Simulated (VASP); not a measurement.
# TiTe2 (P-3m1) in VASP: single point with r2SCAN

Aim: the single point of TiTe2 with r2SCAN.

All numbers are computed with VASP 6.6.1; they aren't measurements. Logs are shortened: lines on timing, memory, paths and dates and some standing lists are left out, and cuts for length are marked.

## 1. The cell of the first run

It takes space group P-3m1 (No. 164, trigonal). The conventional cell has a = 3.801 Å, b = 3.801 Å, c = 6.867 Å, α = 90.00°, β = 90.00°, γ = 120.00°. Within 3.9 Å of Ti (site symmetry -3m) lie 6 Te at 2.78 Å and 6 Ti at 3.80 Å. Te (site symmetry 3m) has 3 Ti at 2.78 Å and 12 Te at 3.80 to 4.10 Å within 4.2 Å.

## 2. Single point, r2SCAN

POSCAR

```
TiTe2
1.0
    3.8013302019      0.0000000000      0.0000000000
   -1.9006651010      3.2920485230      0.0000000000
    0.0000000000      0.0000000000      6.8671498810
Ti Te
1 2
Direct
    0.0000000000      0.0000000000      0.0000000000
    0.6666666667      0.3333333333      0.2474316451
    0.3333333333      0.6666666667      0.7525683549
```

INCAR.step1

```
PREC = Accurate
ENCUT = 520
ISMEAR = -1
SIGMA = 0.15
LREAL = False
LASPH = True
NELM = 100
NBANDS = 19
GGA = PE
ALGO = Normal
EDIFF = 1E-4
LWAVE = True
LCHARG = False
```

INCAR.step2

```
PREC = Accurate
ENCUT = 520
EDIFF = 1E-6
ISMEAR = -1
SIGMA = 0.15
LREAL = False
LASPH = True
NELM = 100
ALGO = Normal
ISIF = 2
LWAVE = False
LCHARG = True
METAGGA = R2SCAN
LMIXTAU = True
LELF = True
LVHAR = True
NBANDS = 19
ISTART = 1
```

KPOINTS

```
Automatic mesh
0
Gamma
  15 15 8
```

Potentials or basis: VASP PAW PBE potentials, release 64 (Ti_sv, Te).

Run with:

```sh
cat potpaw_PBE.64/Ti_sv/POTCAR potpaw_PBE.64/Te/POTCAR > POTCAR
cp INCAR.step1 INCAR
mpirun -np 1 vasp_std > vasp.out
cp INCAR.step2 INCAR
mpirun -np 1 vasp_std > vasp.out
```

OUTCAR:

```text
PREC = Accurate
   ENCUT = 520
   EDIFF = 1E-6
   ISMEAR = -1
   LREAL = False
   LASPH = True
   NELM = 100
   ISIF = 2
   METAGGA = R2SCAN
   ISTART = 1

 ion  position               nearest neighbor table
   1  0.000  0.000  0.000-   2 2.78   3 2.78   2 2.78   3 2.78   2 2.78   3 2.78
   2  0.667  0.333  0.247-   1 2.78   1 2.78   1 2.78
   3  0.333  0.667  0.753-   1 2.78   1 2.78   1 2.78

  LATTYP: Found a hexagonal cell.
 ALAT       =     3.8013302019
 C/A-ratio  =     1.8065123302

  Lattice vectors:

 A1 = (   3.8013302019,   0.0000000000,   0.0000000000)
 A2 = (  -1.9006651010,   3.2920485230,   0.0000000000)
 A3 = (   0.0000000000,   0.0000000000,   6.8671498810)

Analysis of symmetry for initial positions (statically):
=====================================================================
 Subroutine PRICEL returns:
 Original cell was already a primitive cell.

 Routine SETGRP: Setting up the symmetry group for a
 hexagonal supercell.

 Subroutine GETGRP returns: Found 12 space group operations
 (whereof 12 operations were pure point group operations)
 out of a pool of 24 trial point group operations.

The static configuration has the point symmetry D_3d.

Analysis of symmetry for dynamics (positions and initial velocities):
=====================================================================
 Subroutine PRICEL returns:
 Original cell was already a primitive cell.

 Routine SETGRP: Setting up the symmetry group for a
 hexagonal supercell.

 Subroutine GETGRP returns: Found 12 space group operations
 (whereof 12 operations were pure point group operations)
 out of a pool of 24 trial point group operations.

The dynamic configuration has the point symmetry D_3d.

 Subroutine INISYM returns: Found 12 space group operations
 (whereof 12 operations are pure point group operations),
 and found     1 'primitive' translations

----------------------------------------------------------------------------------------

                                     Primitive cell

  volume of cell :      85.9366

  direct lattice vectors                    reciprocal lattice vectors
     3.801330202  0.000000000  0.000000000     0.263065808  0.151881115  0.000000000
    -1.900665101  3.292048523  0.000000000     0.000000000  0.303762230  0.000000000
     0.000000000  0.000000000  6.867149881     0.000000000  0.000000000  0.145620820

  length of vectors
     3.801330202  3.801330202  6.867149881     0.303762230  0.303762230  0.145620820

  position of ions in fractional coordinates (direct lattice)
     0.000000000  0.000000000  0.000000000
     0.666666667  0.333333333  0.247431645
     0.333333333  0.666666667  0.752568355

  ion indices of the primitive-cell ions
   primitive index   ion index
                 1           1
                 2           2
                 3           3

----------------------------------------------------------------------------------------

 KPOINTS: Automatic mesh

Automatic generation of k-mesh.
 Grid dimensions read from file:
 generate k-points for:   15   15    8

 Generating k-lattice:

  Cartesian coordinates                     Fractional coordinates (reciprocal lattice)
     0.017537721  0.010125408  0.000000000     0.066666667  0.000000000  0.000000000
     0.000000000  0.020250815  0.000000000     0.000000000  0.066666667  0.000000000
     0.000000000  0.000000000  0.018202603     0.000000000  0.000000000  0.125000000

  Length of vectors
     0.020250815  0.020250815  0.018202603

  Shift w.r.t. Gamma in fractional coordinates (k-lattice)
     0.000000000  0.000000000  0.000000000

 Subroutine IBZKPT returns following result:
 ===========================================

 Found    192 irreducible k-points:

 Following reciprocal coordinates:
            Coordinates               Weight
  0.000000  0.000000  0.000000      1.000000
  0.066667  0.000000  0.000000      6.000000
  0.133333  0.000000  0.000000      6.000000
  0.200000  0.000000  0.000000      6.000000
  0.266667  0.000000  0.000000      6.000000
  0.333333  0.000000  0.000000      6.000000
[... 16 lines left out ...]
  0.333333  0.200000  0.000000     12.000000
  0.400000  0.200000  0.000000      6.000000
 [... further k-points ...]
   k-points           NKPTS =    192   k-points in BZ     NKDIM =    192   number of bands    NBANDS=     19
   number of dos      NEDOS =    301   number of ions     NIONS =      3
   total plane-waves  NPLWV =  42336
   dimension x,y,z NGX =    28 NGY =   28 NGZ =   54
   dimension x,y,z NGXF=    56 NGYF=   56 NGZF=  108
   ions per type =               1   2
   NGX,Y,Z   is equivalent  to a cutoff of  12.25, 12.25, 13.07 a.u.
   NGXF,Y,Z  is equivalent  to a cutoff of  24.49, 24.49, 26.15 a.u.
 SYSTEM =  unknown system
   PREC   = accura    normal or accurate (medium, high low for compatibility)
   ISTART =      1    job   : 0-new  1-cont  2-samecut
   ICHARG =      0    charge: 1-file 2-atom 10-const
   ISPIN  =      1    spin polarized calculation?
   LNONCOLLINEAR =      F non collinear calculations
   LSORBIT =      F    spin-orbit coupling
   LASPH  =      T    aspherical Exc in radial PAW
   ENCUT  =  520.0 eV  38.22 Ry    6.18 a.u.   7.07  7.07 12.77*2*pi/ulx,y,z
   NELM   =    100;   NELMIN=  2; NELMDL=  0     # of ELM steps
   EDIFF  = 0.1E-05   stopping-criterion for ELM
   LREAL  =      F    real-space projection
   EDIFFG = 0.1E-04   stopping-criterion for IOM
   NSW    =      0    number of steps for IOM
   IBRION =     -1    ionic relax: 0-MD 1-quasi-New 2-CG
   NFREE  =      0    steps in history (QN), initial steepest desc. (CG)
   ISIF   =      2    stress and relaxation
   ISYM   =      2    0-nonsym 1-usesym 2-fastsym
   POTIM  = 0.5000    time-step for ionic-motion
   TEBEG  =    0.0;   TEEND  =   0.0 temperature during run
   PSTRESS=    0.0 pullay stress
   NELECT =      24.0000    total number of electrons
   NUPDOWN=      -1.0000    fix difference up-down
   EMIN   =  10.00;   EMAX   =-10.00  energy-range for DOS
   EFERMI =   0.00;   METHOD = LEGACY
   ISMEAR =    -1;   SIGMA  =   0.15  broadening in eV -4-tet -1-fermi 0-gaus
   EFERMI_NEDOS =   21; number of points for ismear=-14 and -15
   IALGO  =     38    algorithm
   IMIX   =      4    mixing-type and parameters
     AMIX     =   0.40;   BMIX     =  1.00
     AMIX_MAG =   1.60;   BMIX_MAG =  1.00
  volume/ion in A,a.u.               =      28.65       193.31
  Fermi-wavevector in a.u.,A,eV,Ry     =   1.070087  2.022171 15.579846  1.145086
  Thomas-Fermi vector in A             =   2.205786
   LORBIT       =      0    0 simple, 1 ext, 2 COOP (PROOUT), +10 PAW based schemes
   METAGGA = R2SCAN    functional components
   LHFCALC =     F    Hartree Fock is set to
   AEXX    =    0.0000 exact exchange contribution
   IVDW    =     0    specifies the selected vdW correction
   LEPSILON=     F    determine dielectric tensor
   LRPA    =     F    only Hartree local field effects (RPA)
 non-spin polarized calculation
  energy-cutoff  :      520.00
  volume of cell :       85.94
 maximum number of plane-waves:      2346
   NGX = 15   NGY = 15   NGZ = 25

 number of electron      23.9999999 magnetization

 Free energy of the ion-electron system (eV)
  ---------------------------------------------------
  ext. energy  EPLUGINS =         0.00000000
  ---------------------------------------------------
  free energy    TOTEN  =       -66.33354097 eV

  energy without entropy =      -66.24311682  energy(sigma->0) =      -66.28832890

 E-fermi :   5.9567     XC(G=0):  -9.9423

 val. band max:        5.9552629138   @ k =   0.4000   0.0000   0.2500
 cond. band min:       5.9693024308   @ k =   0.0667   0.0000   0.1250
 fundamental gap:      0.0140395170
 Fermi energy:         5.9566888580

 k-point     1 :       0.0000    0.0000    0.0000
  band No.  band energies     occupation
      1     -54.0779      2.00000
      2     -29.2850      2.00000
      3     -29.2850      2.00000
      4     -29.2424      2.00000
      5      -6.7474      2.00000
      6      -5.4615      2.00000
[... 11 lines left out ...]
     18      11.6876      0.00000
     19      12.1837      0.00000

 k-point     2 :       0.0667    0.0000    0.0000
  band No.  band energies     occupation
      1     -54.0778      2.00000
      2     -29.2867      2.00000
      3     -29.2854      2.00000
      4     -29.2420      2.00000
      5      -6.6972      2.00000
      6      -5.4338      2.00000
[... 11 lines left out ...]
     18      12.0503      0.00000
     19      12.3990      0.00000

 k-point     3 :       0.1333    0.0000    0.0000
  band No.  band energies     occupation
      1     -54.0775      2.00000
      2     -29.2916      2.00000
      3     -29.2865      2.00000
      4     -29.2408      2.00000
      5      -6.5492      2.00000
      6      -5.3537      2.00000
[... 11 lines left out ...]
     18      12.5506      0.00000
     19      12.8261      0.00000

 k-point     4 :       0.2000    0.0000    0.0000
  band No.  band energies     occupation
      1     -54.0770      2.00000
      2     -29.2990      2.00000
      3     -29.2882      2.00000
      4     -29.2390      2.00000
      5      -6.3131      2.00000
      6      -5.2319      2.00000
[... 11 lines left out ...]
     18      12.4156      0.00000
     19      13.0547      0.00000

 k-point     5 :       0.2667    0.0000    0.0000
  band No.  band energies     occupation
      1     -54.0764      2.00000
      2     -29.3073      2.00000
      3     -29.2901      2.00000
      4     -29.2370      2.00000
      5      -6.0068      2.00000
      6      -5.0876      2.00000
[... 11 lines left out ...]
     18      11.9994      0.00000
     19      12.8022      0.00000

 k-point     6 :       0.3333    0.0000    0.0000
  band No.  band energies     occupation
      1     -54.0758      2.00000
      2     -29.3153      2.00000
      3     -29.2919      2.00000
      4     -29.2351      2.00000
      5      -5.6608      2.00000
      6      -4.9519      2.00000
[... 11 lines left out ...]
     18      11.6618      0.00000
     19      12.2538      0.00000

 k-point     7 :       0.4000    0.0000    0.0000
  band No.  band energies     occupation
      1     -54.0754      2.00000
      2     -29.3215      2.00000
      3     -29.2933      2.00000
      4     -29.2336      2.00000
      5      -5.3222      2.00000
      6      -4.8678      2.00000
[... 11 lines left out ...]
     18      11.6101      0.00000
     19      11.8816      0.00000

 k-point     8 :       0.4667    0.0000    0.0000
  band No.  band energies     occupation
      1     -54.0751      2.00000
      2     -29.3249      2.00000
      3     -29.2941      2.00000
      4     -29.2328      2.00000
      5      -5.0565      2.00000
      6      -4.8797      2.00000
[... 256 lines left out ...]
 k-point    20 :       0.4000    0.1333    0.0000
  band No.  band energies     occupation
      1     -54.0750      2.00000
      2     -29.3227      2.00000
      3     -29.2983      2.00000
      4     -29.2324      2.00000
      5      -4.9940      2.00000
      6      -4.8287      2.00000
[... 11 lines left out ...]
     18      11.3746      0.00000
     19      12.8915      0.00000

 k-point    21 :       0.2000    0.2000    0.0000
  band No.  band energies     occupation
      1     -54.0757      2.00000
      2     -29.3135      2.00000
      3     -29.2961      2.00000
      4     -29.2347      2.00000
      5      -5.5863      2.00000
      6      -4.9095      2.00000
[... 11 lines left out ...]
     18      11.8404      0.00000
     19      13.2489      0.00000

 k-point    22 :       0.2667    0.2000    0.0000
  band No.  band energies     occupation
      1     -54.0753      2.00000
      2     -29.3172      2.00000
      3     -29.2995      2.00000
      4     -29.2332      2.00000
      5      -5.2811      2.00000
      6      -4.8118      2.00000
[... 11 lines left out ...]
     18      11.2800      0.00000
     19      13.3794      0.00000

 k-point    23 :       0.3333    0.2000    0.0000
  band No.  band energies     occupation
      1     -54.0750      2.00000
      2     -29.3196      2.00000
      3     -29.3021      2.00000
      4     -29.2323      2.00000
      5      -5.0208      2.00000
      6      -4.7717      2.00000
[... 11 lines left out ...]
     18      10.9731      0.00000
     19      13.5909      0.00000

 k-point    24 :       0.4000    0.2000    0.0000
  band No.  band energies     occupation
      1     -54.0749      2.00000
      2     -29.3204      2.00000
      3     -29.3030      2.00000
      4     -29.2319      2.00000
      5      -4.8841      2.00000
      6      -4.7958      2.00000
[... 11 lines left out ...]
     18      10.8824      0.00000
     19      13.6511      0.00000

 [... further k-points ...]

------------------------ aborting loop because EDIFF is reached ----------------------------------------

  FORCE on cell =-STRESS in cart. coord.  units (eV):
  Direction    XX          YY          ZZ          XY          YZ          ZX
  --------------------------------------------------------------------------------------
  -------------------------------------------------------------------------------------
  Total        0.0622155      0.0622155      0.0450067     -0.0000000      0.0000000     -0.0000000
  in kB        1.1599268      1.1599268      0.8390907     -0.0000000      0.0000000     -0.0000000
  external PRESSURE =       1.0529814 kB  Pullay stress =       0.0000000 kB

 VOLUME and BASIS-vectors are now :
 -----------------------------------------------------------------------------
  energy-cutoff  :      520.00
  volume of cell :       85.94
      direct lattice vectors                 reciprocal lattice vectors
     3.801330202  0.000000000  0.000000000     0.263065808  0.151881115  0.000000000
    -1.900665101  3.292048523  0.000000000     0.000000000  0.303762230  0.000000000
     0.000000000  0.000000000  6.867149881     0.000000000  0.000000000  0.145620820

 POSITION                                       TOTAL-FORCE (eV/Angst)
 -----------------------------------------------------------------------------------
      0.00000      0.00000      0.00000        -0.000000      0.000000      0.000000
      1.90067      1.09735      1.69915        -0.000000      0.000000      0.018381
     -0.00000      2.19470      5.16800         0.000000      0.000000     -0.018381
 -----------------------------------------------------------------------------------
    total drift:                               -0.000000     -0.000000     -0.000000

  FREE ENERGIE OF THE ION-ELECTRON SYSTEM (eV)
  ---------------------------------------------------
  free  energy   TOTEN  =       -66.3335409739 eV

  energy  without entropy=      -66.2431168164  energy(sigma->0) =      -66.28832890
```

Wall time 13 min (1 thread of Intel Xeon Platinum 8488C (Sapphire Rapids), shared host); peak memory 0.43 GiB.

What came out:

- Free energy: -66.3335 eV
- Pressure: 0.1 GPa
- Largest force: 0.018 eV/Å
- Band gap on the k mesh: zero (bands 12 and 13 overlap by 0.53 eV)

Forces on the atoms (eV/Å):
```
Ti   0.000  0.000  0.000
Te   0.000  0.000  0.018
Te   0.000  0.000 -0.018
```

Caveat: the PAW data sets were made with another functional, which shifts forces and pressure a little; spin-orbit coupling is left out, which moves the levels of the heavy elements.
